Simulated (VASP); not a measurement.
# Ta3GeMo (P4/mmm) in VASP: single point with PBE

Aim: the single point of Ta3GeMo with PBE.

Program: VASP 6.6.1. These are calculated values, not measurements. Logs are shortened: lines on timing, memory, paths and dates and some standing lists are left out, and cuts for length are marked.

**1. The cell of the first run**

Symmetry: P4/mmm, No. 123, tetragonal system. The conventional cell has a = 3.372 Å, b = 3.372 Å, c = 14.995 Å, α = 90.00°, β = 90.00°, γ = 90.00°. Within 3.8 Å of Ta (site symmetry 4/mmm) lie 8 Mo at 2.87 Å and 6 Ta at 3.03 to 3.37 Å. Within 3.7 Å of Ta (site symmetry 4mm) lie 4 Mo at 2.79 Å and 4 Ge at 2.81 Å and 6 Ta at 2.89 to 3.37 Å. Ta (site symmetry 4/mmm) has 12 Ta at 2.86 to 3.37 Å and 2 Ge at 2.98 Å within 3.8 Å. Within 3.6 Å of Ta (site symmetry 4mm) lie 4 Ge at 2.77 Å and 10 Ta at 2.86 to 3.37 Å. Within 3.6 Å of Ge (site symmetry 4mm) lie 9 Ta at 2.77 to 2.98 Å and 1 Mo at 2.92 Å and 4 Ge at 3.37 Å. Within 3.7 Å of Mo (site symmetry 4mm) lie 8 Ta at 2.79 to 2.87 Å and 1 Ge at 2.92 Å and 5 Mo at 3.18 to 3.37 Å.

**2. Single point, PBE**

Input file INCAR:

```
ALGO = Fast ; EDIFF = 1E-6
ENCUT = 520 ; GGA = PE
ISIF = 2 ; ISMEAR = 0
LASPH = T ; LCHARG = F
LREAL = F ; LWAVE = F
NBANDS = 72 ; NELM = 60
PREC = Accurate ; SIGMA = 0.1
```

Input file KPOINTS:

```
k-points
0
Gamma
  10 10 2
```

Input file POSCAR:

```
Ta3GeMo
1.0
    3.3716519969      0.0000000000      0.0000000000
    0.0000000000      3.3716519969      0.0000000000
    0.0000000000      0.0000000000     14.9945978158
Ta Ge Mo
6 2 2
Direct
    0.5000000000      0.5000000000      0.5000000000
    0.5000000000      0.5000000000      0.7021003101
    0.5000000000      0.5000000000      0.2978996899
    0.0000000000      0.0000000000      0.0000000000
    0.5000000000      0.5000000000      0.8945126170
    0.5000000000      0.5000000000      0.1054873830
    0.0000000000      0.0000000000      0.1989766228
    0.0000000000      0.0000000000      0.8010233772
    0.0000000000      0.0000000000      0.3939497690
    0.0000000000      0.0000000000      0.6060502310
```

Potentials or basis: VASP PAW PBE potentials, release 64 (Ta_pv, Ge_d, Mo_sv).

The run is started by

```sh
> cat potpaw_PBE.64/Ta_pv/POTCAR potpaw_PBE.64/Ge_d/POTCAR potpaw_PBE.64/Mo_sv/POTCAR > POTCAR
> mpirun -np 1 vasp_std > vasp.out
```

OUTCAR:

```text
EDIFF = 1E-6
   ENCUT = 520
   GGA = PE
   ISIF = 2
   ISMEAR = 0
   LASPH = T
   LREAL = F
   NELM = 60
   PREC = Accurate

 ion  position               nearest neighbor table
   1  0.500  0.500  0.500-   9 2.87  10 2.87   9 2.87  10 2.87   9 2.87  10 2.87   9 2.87  10 2.87
                             2 3.03   3 3.03
   2  0.500  0.500  0.702-  10 2.79  10 2.79  10 2.79  10 2.79   8 2.81   8 2.81   8 2.81   8 2.81
                             5 2.89   1 3.03
   3  0.500  0.500  0.298-   9 2.79   9 2.79   9 2.79   9 2.79   7 2.81   7 2.81   7 2.81   7 2.81
                             6 2.89   1 3.03
   4  0.000  0.000  0.000-   5 2.86   6 2.86   5 2.86   6 2.86   5 2.86   6 2.86   5 2.86   6 2.86
                             7 2.98   8 2.98
   5  0.500  0.500  0.895-   8 2.77   8 2.77   8 2.77   8 2.77   4 2.86   4 2.86   4 2.86   4 2.86
                             2 2.89   6 3.16
   6  0.500  0.500  0.105-   7 2.77   7 2.77   7 2.77   7 2.77   4 2.86   4 2.86   4 2.86   4 2.86
                             3 2.89   5 3.16
   7  0.000  0.000  0.199-   6 2.77   6 2.77   6 2.77   6 2.77   3 2.81   3 2.81   3 2.81   3 2.81
                             9 2.92   4 2.98
   8  0.000  0.000  0.801-   5 2.77   5 2.77   5 2.77   5 2.77   2 2.81   2 2.81   2 2.81   2 2.81
                            10 2.92   4 2.98
   9  0.000  0.000  0.394-   3 2.79   3 2.79   3 2.79   3 2.79   1 2.87   1 2.87   1 2.87   1 2.87
                             7 2.92  10 3.18
  10  0.000  0.000  0.606-   2 2.79   2 2.79   2 2.79   2 2.79   1 2.87   1 2.87   1 2.87   1 2.87
                             8 2.92   9 3.18

  LATTYP: Found a simple tetragonal cell.
 ALAT       =     3.3716519969
 C/A-ratio  =     4.4472554788

  Lattice vectors:

 A1 = (   3.3716519969,   0.0000000000,   0.0000000000)
 A2 = (   0.0000000000,   3.3716519969,   0.0000000000)
 A3 = (   0.0000000000,   0.0000000000,  14.9945978158)

Analysis of symmetry for initial positions (statically):
=====================================================================
 Subroutine PRICEL returns:
 Original cell was already a primitive cell.

 Routine SETGRP: Setting up the symmetry group for a
 simple tetragonal supercell.

 Subroutine GETGRP returns: Found 16 space group operations
 (whereof 16 operations were pure point group operations)
 out of a pool of 16 trial point group operations.

The static configuration has the point symmetry D_4h.

Analysis of symmetry for dynamics (positions and initial velocities):
=====================================================================
 Subroutine PRICEL returns:
 Original cell was already a primitive cell.

 Routine SETGRP: Setting up the symmetry group for a
 simple tetragonal supercell.
[... 135 lines left out ...]
   EFERMI =   0.00;   METHOD = LEGACY
   ISMEAR =     0;   SIGMA  =   0.10  broadening in eV -4-tet -1-fermi 0-gaus
   EFERMI_NEDOS =   21; number of points for ismear=-14 and -15
   IALGO  =     68    algorithm
   IMIX   =      4    mixing-type and parameters
     AMIX     =   0.40;   BMIX     =  1.00
     AMIX_MAG =   1.60;   BMIX_MAG =  1.00
  volume/ion in A,a.u.               =      17.05       115.03
  Fermi-wavevector in a.u.,A,eV,Ry     =   1.464383  2.767283 29.176571  2.144418
  Thomas-Fermi vector in A             =   2.580366
   LORBIT       =      0    0 simple, 1 ext, 2 COOP (PROOUT), +10 PAW based schemes
   GGA     = PE    functional components
   LHFCALC =     F    Hartree Fock is set to
   AEXX    =    0.0000 exact exchange contribution
   IVDW    =     0    specifies the selected vdW correction
   LEPSILON=     F    determine dielectric tensor
   LRPA    =     F    only Hartree local field effects (RPA)
 non-spin polarized calculation
 RMM-DIIS sequential band-by-band and
 Gauss-broadening in eV      SIGMA  =   0.10
  energy-cutoff  :      520.00
  volume of cell :      170.46
 maximum number of plane-waves:      4612
 NGX is ok and might be reduce to    28
   NGX = 13   NGY = 13   NGZ = 55

 number of electron     122.0000017 magnetization

 Free energy of the ion-electron system (eV)
  ---------------------------------------------------
  ext. energy  EPLUGINS =         0.00000000
  ---------------------------------------------------
  free energy    TOTEN  =      -103.54294161 eV

  energy without entropy =     -103.50736822  energy(sigma->0) =     -103.52515492

 E-fermi :   7.7477     XC(G=0): -12.7027

 val. band max:        7.7440519720   @ k =   0.5000   0.5000   0.0000
 cond. band min:       7.7494670008   @ k =   0.3000   0.3000   0.0000
 fundamental gap:      0.0054150287
 Fermi energy:         7.7477142271

 k-point     1 :       0.0000    0.0000    0.0000
  band No.  band energies     occupation
      1     -52.7826      2.00000
      2     -52.7742      2.00000
      3     -27.1265      2.00000
      4     -27.1265      2.00000
      5     -27.0609      2.00000
      6     -27.0425      2.00000
[... 1789 lines left out ...]
     71       9.4976      0.00000
     72      10.0523      0.00000

 [... further k-points ...]

------------------------ aborting loop because EDIFF is reached ----------------------------------------

  FORCE on cell =-STRESS in cart. coord.  units (eV):
  Direction    XX          YY          ZZ          XY          YZ          ZX
  --------------------------------------------------------------------------------------
  -------------------------------------------------------------------------------------
  Total        0.2518379      0.2518379      0.1851748      0.0000000     -0.0000000      0.0000000
  in kB        2.3670714      2.3670714      1.7404922      0.0000000     -0.0000000      0.0000000
  external PRESSURE =       2.1582116 kB  Pullay stress =       0.0000000 kB

 VOLUME and BASIS-vectors are now :
 -----------------------------------------------------------------------------
  energy-cutoff  :      520.00
  volume of cell :      170.46
      direct lattice vectors                 reciprocal lattice vectors
     3.371651997  0.000000000  0.000000000     0.296590514  0.000000000  0.000000000
     0.000000000  3.371651997  0.000000000     0.000000000  0.296590514  0.000000000
     0.000000000  0.000000000 14.994597816     0.000000000  0.000000000  0.066690685

 POSITION                                       TOTAL-FORCE (eV/Angst)
 -----------------------------------------------------------------------------------
      1.68583      1.68583      7.49730         0.000000      0.000000      0.000000
      1.68583      1.68583     10.52771         0.000000      0.000000      0.005919
      1.68583      1.68583      4.46689         0.000000      0.000000     -0.005919
      0.00000      0.00000      0.00000         0.000000      0.000000      0.000000
      1.68583      1.68583     13.41286         0.000000     -0.000000      0.011316
      1.68583      1.68583      1.58174        -0.000000     -0.000000     -0.011316
      0.00000      0.00000      2.98357         0.000000     -0.000000      0.004160
      0.00000      0.00000     12.01102         0.000000     -0.000000     -0.004160
      0.00000      0.00000      5.90712        -0.000000     -0.000000      0.016283
      0.00000      0.00000      9.08748         0.000000     -0.000000     -0.016283
 -----------------------------------------------------------------------------------
    total drift:                                0.000000      0.000000      0.000000

  FREE ENERGIE OF THE ION-ELECTRON SYSTEM (eV)
  ---------------------------------------------------
  free  energy   TOTEN  =      -103.5429416125 eV

  energy  without entropy=     -103.5073682217  energy(sigma->0) =     -103.52515492
```

stdout:

```text
POSCAR found type information on POSCAR TaGeMo
 POSCAR found :  3 types and      10 ions
 scaLAPACK will be used
 LDA part: xc-table for (Slater+PW92), standard interpolation
 POSCAR, INCAR and KPOINTS ok, starting setup
 FFT: planning ... GRIDC
 FFT: planning ... GRID_SOFT
 FFT: planning ... GRID
 WAVECAR not read
 entering main loop
WARNING in EDDRMM: call to ZHEGV failed, returncode =   8  4     65
WARNING in EDDRMM: call to ZHEGV failed, returncode =   8  4     60
WARNING in EDDRMM: call to ZHEGV failed, returncode =   8  4     61
```

Run time: 26 min. Hardware: 1 thread of Oxide Virtual Turin-like, shared host; peak memory 0.53 GiB.

Results:

| Item | Value |
| --- | --- |
| Free energy | -103.5429 eV |
| Pressure | 0.2 GPa |
| Largest force | 0.016 eV/Å |
| Band gap on the k mesh | zero (bands 61 and 62 overlap by 0.51 eV) |

Forces on the atoms (eV/Å):
```
Ta   0.000  0.000  0.000
Ta   0.000  0.000  0.006
Ta   0.000  0.000 -0.006
Ta   0.000  0.000  0.000
Ta   0.000  0.000  0.011
Ta   0.000  0.000 -0.011
Ge   0.000  0.000  0.004
Ge   0.000  0.000 -0.004
Mo   0.000  0.000  0.016
Mo   0.000  0.000 -0.016
```

Caveat: spin-orbit coupling is left out, which moves the levels of the heavy elements.
